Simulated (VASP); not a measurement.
Here is a VASP 6.6.1 calculation.

INCAR

```
PREC = Accurate
ENCUT = 520
EDIFF = 1E-6
ISMEAR = -1
SIGMA = 0.05
LREAL = False
LASPH = True
NELM = 80
ALGO = Normal
ISIF = 2
LWAVE = False
LCHARG = True
GGA = PS
LELF = True
LVHAR = True
NBANDS = 11
```

Contents of KPOINTS:

```
regular mesh
0
Gamma
  12 12 12
```

POSCAR

```
NaH
1.0
    0.0000000000      2.3956768556      2.3956768556
    2.3956768556      0.0000000000      2.3956768556
    2.3956768556      2.3956768556      0.0000000000
Na H
1 1
Direct
    0.0000000000      0.0000000000      0.0000000000
    0.5000000000      0.5000000000      0.5000000000
```

Potentials or basis: VASP PAW PBE potentials, release 64 (Na_pv, H).

Launch:

```sh
$ cat potpaw_PBE.64/Na_pv/POTCAR potpaw_PBE.64/H/POTCAR > POTCAR
$ mpirun -np 1 vasp_std > vasp.out
```

Q: Estimate the band gap on the k mesh.

A: 3.60 eV, indirect (least direct gap 4.51 eV).

Q: Estimate the pressure.

A: 0.0 GPa.

Caveat: the PAW data sets were made with another functional, which shifts forces and pressure a little. A k mesh can miss the band edges.
